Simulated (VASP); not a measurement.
# Si16O (a cell with a defect) in VASP: single point with PBE

Aim: the single point of Si16O (a cell with a defect) with PBE.

Program: VASP 6.6.1. These are calculated values, not measurements. Logs are shortened: lines on timing, memory, paths and dates and some standing lists are left out, and cuts for length are marked.

## Step 1: The cell of the first run

The cell holds a defect, 17 atoms: a = 7.679 Å, b = 7.679 Å, c = 7.679 Å, α = 60.00°, β = 60.00°, γ = 60.00°.

## Step 2: Single point, PBE, collinear spin, ferromagnetic start

File INCAR:

```
PREC = Accurate
ENCUT = 520
EDIFF = 1E-7
ISMEAR = -1
SIGMA = 0.05
LREAL = Auto
LASPH = T
NELM = 150
ALGO = Normal
ISIF = 2
LWAVE = F
LCHARG = F
ISPIN = 2
MAGMOM = 0 0 0 0 0 0 0 0 0 0 0 0 0 0 0 0 1
LORBIT = 11
GGA = PE
NBANDS = 53
```

File KPOINTS:

```
Automatic mesh
0
Gamma
  2 2 2
```

File POSCAR:

```
Si16O
1.0
    0.0000000000      5.4300000000      5.4300000000
    5.4300000000      0.0000000000      5.4300000000
    5.4300000000      5.4300000000      0.0000000000
Si O
16 1
Direct
    0.0050602260     -0.0090960409      0.0031850259
    0.1838775554      0.1042531439      0.0857899438
    0.0508099684     -0.0209290262      0.4567559480
    0.0805136170      0.1312226347      0.6318270560
    0.0187002771      0.4773226446      0.0009239639
    0.1290875424      0.6161038954      0.1258451617
   -0.0125338940      0.5049789152      0.5001583820
    0.1265327115      0.6144731437      0.6275975801
    0.5558913797     -0.0299022817     -0.0242679967
    0.6292102211      0.1103754968      0.1334143078
    0.4516667569     -0.0019460662      0.5087353429
    0.5813985739      0.1282730340      0.6198480354
    0.5034046249      0.4852069518      0.0052915149
    0.6430431291      0.5967605562      0.1282905430
    0.4958399094      0.4942426788      0.5043333220
    0.6119361281      0.6249638206      0.6312386137
    0.8153842731      1.0627537995      0.4334460554
```

Potentials or basis: VASP PAW PBE potentials, release 64 (Si, O).

Command:

```console
$ cat potpaw_PBE.64/Si/POTCAR potpaw_PBE.64/O/POTCAR > POTCAR
$ mpirun -np 1 vasp_std > vasp.out
```

OUTCAR:

```text
PREC = Accurate
   ENCUT = 520
   EDIFF = 1E-7
   ISMEAR = -1
   LREAL = Auto
   LASPH = T
   NELM = 150
   ISIF = 2
   ISPIN = 2
   LORBIT = 11
   GGA = PE

 ion  position               nearest neighbor table
   1  0.005  0.991  0.003-   6 2.35   4 2.35  10 2.36   2 2.38
   2  0.184  0.104  0.086-   3 2.33   9 2.33   5 2.36   1 2.38
   3  0.051  0.979  0.457-  17 1.66   8 2.32   4 2.32   2 2.33  12 2.94
   4  0.081  0.131  0.632-   3 2.32  11 2.33   1 2.35   7 2.35
   5  0.019  0.477  0.001-   8 2.34   6 2.35  14 2.36   2 2.36
   6  0.129  0.616  0.126-  13 2.35   5 2.35   7 2.35   1 2.35
   7  0.987  0.505  0.500-   6 2.35   4 2.35  16 2.35   8 2.36
   8  0.127  0.614  0.628-   3 2.32  15 2.32   5 2.34   7 2.36
   9  0.556  0.970  0.976-  12 2.32   2 2.33  10 2.35  14 2.36
  10  0.629  0.110  0.133-  13 2.35   9 2.35   1 2.36  11 2.38
  11  0.452  0.998  0.509-  12 2.33   4 2.33  16 2.35  10 2.38
  12  0.581  0.128  0.620-  17 1.67  15 2.32   9 2.32  11 2.33   3 2.94
  13  0.503  0.485  0.005-   6 2.35  16 2.35  14 2.35  10 2.35
  14  0.643  0.597  0.128-  13 2.35   9 2.36   5 2.36  15 2.36
  15  0.496  0.494  0.504-  12 2.32   8 2.32  16 2.34  14 2.36
  16  0.612  0.625  0.631-  15 2.34  13 2.35  11 2.35   7 2.35
  17  0.815  0.063  0.433-   3 1.66  12 1.67

  LATTYP: Found a face centered cubic cell.
 ALAT       =    10.8600000000

  Lattice vectors:

 A1 = (   0.0000000000,   5.4300000000,   5.4300000000)
 A2 = (   5.4300000000,   0.0000000000,   5.4300000000)
 A3 = (   5.4300000000,   5.4300000000,   0.0000000000)

Analysis of symmetry for initial positions (statically):
=====================================================================
 Subroutine PRICEL returns:
 Original cell was already a primitive cell.

 Routine SETGRP: Setting up the symmetry group for a
 face centered cubic supercell.

 Subroutine GETGRP returns: Found  1 space group operations
 (whereof  1 operations were pure point group operations)
 out of a pool of 48 trial point group operations.

The static configuration has the point symmetry C_1 .

Analysis of symmetry for dynamics (positions and initial velocities):
=====================================================================
 Subroutine PRICEL returns:
 Original cell was already a primitive cell.

 Routine SETGRP: Setting up the symmetry group for a
 face centered cubic supercell.

 Subroutine GETGRP returns: Found  1 space group operations
 (whereof  1 operations were pure point group operations)
 out of a pool of 48 trial point group operations.

The dynamic configuration has the point symmetry C_1 .

Analysis of structural, dynamic, and magnetic symmetry:
=====================================================================
 Subroutine PRICEL returns:
 Original cell was already a primitive cell.

 Routine SETGRP: Setting up the symmetry group for a
 face centered cubic supercell.

 Subroutine GETGRP returns: Found  1 space group operations
 (whereof  1 operations were pure point group operations)
 out of a pool of 48 trial point group operations.

The overall configuration has the point symmetry C_1 .

 Subroutine INISYM returns: Found  1 space group operations
 (whereof  1 operations are pure point group operations),
 and found     1 'primitive' translations

----------------------------------------------------------------------------------------

                                     Primitive cell

  volume of cell :     320.2060

  direct lattice vectors                    reciprocal lattice vectors
     0.000000000  5.430000000  5.430000000    -0.092081031  0.092081031  0.092081031
     5.430000000  0.000000000  5.430000000     0.092081031 -0.092081031  0.092081031
     5.430000000  5.430000000  0.000000000     0.092081031  0.092081031 -0.092081031

  length of vectors
     7.679179644  7.679179644  7.679179644     0.159489025  0.159489025  0.159489025

  position of ions in fractional coordinates (direct lattice)
     0.005060226  0.990903959  0.003185026
     0.183877555  0.104253144  0.085789944
     0.050809968  0.979070974  0.456755948
     0.080513617  0.131222635  0.631827056
     0.018700277  0.477322645  0.000923964
     0.129087542  0.616103895  0.125845162
[... 9 lines left out ...]
     0.611936128  0.624963821  0.631238614
     0.815384273  0.062753800  0.433446055

  ion indices of the primitive-cell ions
   primitive index   ion index
                 1           1
                 2           2
                 3           3
                 4           4
                 5           5
                 6           6
[... 9 lines left out ...]
                16          16
                17          17

----------------------------------------------------------------------------------------

 KPOINTS: Automatic mesh

Automatic generation of k-mesh.
 Grid dimensions read from file:
 generate k-points for:    2    2    2

 Generating k-lattice:

  Cartesian coordinates                     Fractional coordinates (reciprocal lattice)
    -0.046040516  0.046040516  0.046040516     0.500000000  0.000000000  0.000000000
     0.046040516 -0.046040516  0.046040516     0.000000000  0.500000000  0.000000000
     0.046040516  0.046040516 -0.046040516     0.000000000  0.000000000  0.500000000

  Length of vectors
     0.079744512  0.079744512  0.079744512

  Shift w.r.t. Gamma in fractional coordinates (k-lattice)
     0.000000000  0.000000000  0.000000000

 Subroutine IBZKPT returns following result:
 ===========================================

 Found      8 irreducible k-points:

 Following reciprocal coordinates:
            Coordinates               Weight
  0.000000  0.000000  0.000000      1.000000
  0.500000  0.000000  0.000000      1.000000
  0.000000  0.500000  0.000000      1.000000
  0.000000  0.000000  0.500000      1.000000
  0.500000  0.500000  0.500000      1.000000
  0.500000  0.500000  0.000000      1.000000
  0.000000  0.500000  0.500000      1.000000
  0.500000  0.000000  0.500000      1.000000
   k-points           NKPTS =      8   k-points in BZ     NKDIM =      8   number of bands    NBANDS=     53
   number of dos      NEDOS =    301   number of ions     NIONS =     17
   total plane-waves  NPLWV = 216000
   dimension x,y,z NGX =    60 NGY =   60 NGZ =   60
   dimension x,y,z NGXF=   120 NGYF=  120 NGZF=  120
   ions per type =              16   1
   NGX,Y,Z   is equivalent  to a cutoff of  12.99, 12.99, 12.99 a.u.
   NGXF,Y,Z  is equivalent  to a cutoff of  25.98, 25.98, 25.98 a.u.
 SYSTEM =  unknown system
   PREC   = accura    normal or accurate (medium, high low for compatibility)
   ISTART =      0    job   : 0-new  1-cont  2-samecut
   ICHARG =      2    charge: 1-file 2-atom 10-const
   ISPIN  =      2    spin polarized calculation?
   LNONCOLLINEAR =      F non collinear calculations
   LSORBIT =      F    spin-orbit coupling
   LASPH  =      T    aspherical Exc in radial PAW
   ENCUT  =  520.0 eV  38.22 Ry    6.18 a.u.  14.28 14.28 14.28*2*pi/ulx,y,z
   NELM   =    150;   NELMIN=  2; NELMDL= -5     # of ELM steps
   EDIFF  = 0.1E-06   stopping-criterion for ELM
   LREAL  =      T    real-space projection
   EDIFFG = 0.1E-05   stopping-criterion for IOM
   NSW    =      0    number of steps for IOM
   IBRION =     -1    ionic relax: 0-MD 1-quasi-New 2-CG
   NFREE  =      0    steps in history (QN), initial steepest desc. (CG)
   ISIF   =      2    stress and relaxation
   ISYM   =      2    0-nonsym 1-usesym 2-fastsym
   POTIM  = 0.5000    time-step for ionic-motion
   TEBEG  =    0.0;   TEEND  =   0.0 temperature during run
   PSTRESS=    0.0 pullay stress
   NELECT =      70.0000    total number of electrons
   NUPDOWN=      -1.0000    fix difference up-down
   EMIN   =  10.00;   EMAX   =-10.00  energy-range for DOS
   EFERMI =   0.00;   METHOD = LEGACY
   ISMEAR =    -1;   SIGMA  =   0.05  broadening in eV -4-tet -1-fermi 0-gaus
   EFERMI_NEDOS =   21; number of points for ismear=-14 and -15
   IALGO  =     38    algorithm
   IMIX   =      4    mixing-type and parameters
     AMIX     =   0.40;   BMIX     =  1.00
     AMIX_MAG =   1.60;   BMIX_MAG =  1.00
  volume/ion in A,a.u.               =      18.84       127.11
  Fermi-wavevector in a.u.,A,eV,Ry     =   0.986199  1.863645 13.232857  0.972588
  Thomas-Fermi vector in A             =   2.117562
   LORBIT       =     11    0 simple, 1 ext, 2 COOP (PROOUT), +10 PAW based schemes
   GGA     = PE    functional components
   LHFCALC =     F    Hartree Fock is set to
   AEXX    =    0.0000 exact exchange contribution
   IVDW    =     0    specifies the selected vdW correction
   LEPSILON=     F    determine dielectric tensor
   LRPA    =     F    only Hartree local field effects (RPA)
 spin polarized calculation
  energy-cutoff  :      520.00
  volume of cell :      320.21
 maximum number of plane-waves:      8646
 NGX is ok and might be reduce to    60
   NGX = 29   NGY = 29   NGZ = 29

 number of electron      70.0000000 magnetization      -0.0000936

 number of electron      70.0000000 magnetization       0.0000170

 Free energy of the ion-electron system (eV)
  ---------------------------------------------------
  ext. energy  EPLUGINS =         0.00000000
  ---------------------------------------------------
  free energy    TOTEN  =       -92.69522683 eV

  energy without entropy =      -92.69384072  energy(sigma->0) =      -92.69453377

 E-fermi :   6.1383     XC(G=0):  -9.5325

 val. band max:        5.8796543811   @ k =   0.0000   0.0000   0.0000
 cond. band min:       6.3738405604   @ k =   0.0000   0.0000   0.0000
 fundamental gap:      0.4941861793
 Fermi energy:         6.1383072538

 spin component 1

 k-point     1 :       0.0000    0.0000    0.0000
  band No.  band energies     occupation
      1     -14.4433      1.00000
      2      -5.8120      1.00000
      3      -4.3866      1.00000
      4      -3.6885      1.00000
      5      -3.6674      1.00000
      6      -3.3259      1.00000
[... 39 lines left out ...]
     46       8.6613      0.00000
     47       8.6975      0.00000
[... 308 lines left out ...]
      6      -3.9641      1.00000
[... 39 lines left out ...]
     46      10.1805      0.00000
     47      10.4816      0.00000
 Fermi energy:         6.1383072538

 spin component 2

 k-point     1 :       0.0000    0.0000    0.0000
  band No.  band energies     occupation
      1     -14.4433      1.00000
      2      -5.8120      1.00000
      3      -4.3866      1.00000
      4      -3.6885      1.00000
      5      -3.6674      1.00000
      6      -3.3259      1.00000
[... 39 lines left out ...]
     46       8.6613      0.00000
     47       8.6975      0.00000
[... 308 lines left out ...]
      6      -3.9641      1.00000
[... 39 lines left out ...]
     46      10.1805      0.00000
     47      10.4816      0.00000
 [bands above 47 left out]

------------------------ aborting loop because EDIFF is reached ----------------------------------------

  FORCE on cell =-STRESS in cart. coord.  units (eV):
  Direction    XX          YY          ZZ          XY          YZ          ZX
  --------------------------------------------------------------------------------------
  -------------------------------------------------------------------------------------
  Total        8.4733789      8.4595941      9.0668241     -3.0095343      2.4264559     -2.1426605
  in kB       42.3972536     42.3282801     45.3666059    -15.0584544     12.1409733    -10.7209796
  external PRESSURE =      43.3640465 kB  Pullay stress =       0.0000000 kB

 VOLUME and BASIS-vectors are now :
 -----------------------------------------------------------------------------
  energy-cutoff  :      520.00
  volume of cell :      320.21
      direct lattice vectors                 reciprocal lattice vectors
     0.000000000  5.430000000  5.430000000    -0.092081031  0.092081031  0.092081031
     5.430000000  0.000000000  5.430000000     0.092081031 -0.092081031  0.092081031
     5.430000000  5.430000000  0.000000000     0.092081031  0.092081031 -0.092081031

 POSITION                                       TOTAL-FORCE (eV/Angst)
 -----------------------------------------------------------------------------------
      5.39790      0.04477      5.40809         0.014066     -0.000207     -0.002884
      1.03193      1.46429      1.56455        -0.011556      0.015817      0.029382
      7.79654      2.75608      5.59225         0.000941      0.075901      0.031853
      4.14336      3.86801      1.14973        -0.004014     -0.000239      0.004411
      2.59688      0.10656      2.69340        -0.003925     -0.005509     -0.010029
      4.02878      1.38428      4.04639         0.009025      0.004283     -0.014019
[... 9 lines left out ...]
      6.82118      6.75044      6.71637        -0.009455     -0.005746     -0.005957
      2.69437      6.78115      4.76829         0.002202     -0.053423     -0.033309
 -----------------------------------------------------------------------------------
    total drift:                                0.000893      0.003903     -0.002023

  FREE ENERGIE OF THE ION-ELECTRON SYSTEM (eV)
  ---------------------------------------------------
  free  energy   TOTEN  =       -92.6952268283 eV

  energy  without entropy=      -92.6938407165  energy(sigma->0) =      -92.69453377

 total charge

# of ion       s       p       d       tot
------------------------------------------
    1        0.744   0.937   0.000   1.681
    2        0.749   0.954   0.000   1.704
    3        0.742   0.946   0.000   1.688
    4        0.745   0.971   0.000   1.716
    5        0.740   0.953   0.000   1.692
    6        0.738   0.961   0.000   1.699
[... 9 lines left out ...]
   16        0.739   0.955   0.000   1.694
   17        1.576   3.599   0.000   5.175
--------------------------------------------------
tot         13.462  18.892   0.000  32.353

 magnetization (x)

# of ion       s       p       d       tot
------------------------------------------
    1        0.000  -0.000   0.000  -0.000
    2        0.000  -0.000   0.000   0.000
    3        0.000   0.000   0.000   0.000
    4       -0.000  -0.000   0.000  -0.000
    5       -0.000  -0.000   0.000  -0.000
    6       -0.000  -0.000   0.000  -0.000
[... 9 lines left out ...]
   16       -0.000  -0.000   0.000  -0.000
   17        0.000  -0.000   0.000  -0.000
--------------------------------------------------
tot         -0.000  -0.000   0.000  -0.000
```

Run time: 21 min. Hardware: 1 thread of AMD EPYC 7R43 (Zen 3), shared host; peak memory 0.68 GiB.

Results:

| Item | Value |
| --- | --- |
| Free energy | -92.6952 eV |
| Pressure | 4.3 GPa |
| Largest force | 0.082 eV/Å |
| Band gap on the k mesh | 0.49 eV |
| Net moment | 0.00 μB per cell |
| Valence electrons inside the program's atomic spheres | Si 1.68, 1.70, 1.69, 1.72, 1.71 (each value once); O 5.17 |

Forces in eV/Å, atoms in the order of the input:
```
Si   0.014  0.000 -0.003
Si  -0.012  0.016  0.029
Si   0.001  0.076  0.032
Si  -0.004  0.000  0.004
Si  -0.004 -0.006 -0.010
Si   0.009  0.004 -0.014
Si   0.004 -0.012  0.005
Si  -0.010  0.004  0.001
Si   0.000 -0.016 -0.011
Si  -0.004  0.003  0.006
Si  -0.005  0.010  0.015
Si   0.025 -0.035 -0.048
Si  -0.005 -0.003  0.012
Si   0.002  0.008  0.007
Si  -0.004  0.011  0.015
Si  -0.009 -0.006 -0.006
O    0.002 -0.053 -0.033
```

Caveat: the k points lie up to 0.50 Å⁻¹ apart.
